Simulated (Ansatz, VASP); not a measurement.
Two plane-wave programs on InGaO2

INCAR

```
PREC     = Accurate       # precision mode
ENCUT    = 600            # plane-wave cutoff, eV
EDIFF    = 1E-6           # SCF threshold, eV
ISMEAR   = 0              # smearing method
SIGMA    = 0.1            # smearing width, eV
LREAL    = F              # projectors in reciprocal space
LASPH    = T              # aspherical terms in the spheres
NELM     = 120            # most SCF steps
ALGO     = Normal         # electronic algorithm
ISIF     = 2              # what is computed and relaxed
LWAVE    = F              # write WAVECAR
LCHARG   = T              # write CHGCAR
GGA      = PE             # functional
LELF     = T              # ELF
LVHAR    = T            
NBANDS   = 27             # bands
GGA_COMPAT= F
```

The input KPOINTS:

```
Automatic mesh
0
Gamma
  6 6 4
```

File POSCAR:

```
InGaO2
1.0
    3.1614442200      0.0000000000      0.0000000000
    0.0000000000      3.5220035800      0.0000000000
    0.0000000000      0.0000000000      5.7064073900
In Ga O
1 1 2
Direct
    0.5000000000      0.5000000000      0.5000000000
    0.0000000000      0.0000000000      0.0000000000
    0.5000000000      0.0000000000      0.2460425300
    0.5000000000      0.0000000000      0.7539574700
```

Input for Ansatz:

```yaml
crystal:
  lattice:
    - [3.16144422, 0.0, 0.0]
    - [0.0, 3.52200358, 0.0]
    - [0.0, 0.0, 5.70640739]
  atoms:
    - { symbol: In, position: [0.5, 0.5, 0.5] }
    - { symbol: Ga, position: [0.0, 0.0, 0.0] }
    - { symbol: O, position: [0.5, 0.0, 0.24604253] }
    - { symbol: O, position: [0.5, 0.0, 0.75395747] }
basis:
  ecutwfc: 420
kpoints:
  mp_grid: { grid: [6, 6, 4] }
hamiltonian:
  xc: pbe
scf:
  occupations: { method: gaussian, width: 0.1 }
  lower_state_search: "off"
output:
  forces: true
  stress: true
  eigenvalues: true
```

Change from the starting cell: species swapped into the AgPdO2 type (Pmmm, No. 47).

Alike in both runs: task single point; functional PBE; k mesh 6 × 6 × 4; occupations gaussian, width 0.1 eV; no spin polarisation.

|  | VASP | Ansatz |
| --- | --- | --- |
| version | VASP 6.6.1 | Ansatz 0.2.0 |
| potentials or method | VASP PAW PBE potentials, release 64 (In_d, Ga_d, O), cutoff 600 eV | scalar-relativistic, plane waves, PAW |
| valence electrons in the cell | 38 | 38 |

|  | VASP | Ansatz | Ansatz less VASP |
| --- | --- | --- | --- |
| gap on the k mesh at the Fermi level (eV) | none | none | - |
| pressure (GPa) | -4.4 | -4.5 | -0.16 |
| traceless stress, the component that is largest in VASP (GPa) | 7.59 | 7.81 | +0.224 |
| rms of the force components (eV/Å) | 0.695 | 0.708 | +0.0130 |

Atom by atom the forces differ by 0.013 eV/Å (rms over components). A gap of «none» marks a metal or a gap that the smearing closes. The functional is the same, so the differences come from potentials, cutoffs and numerics.
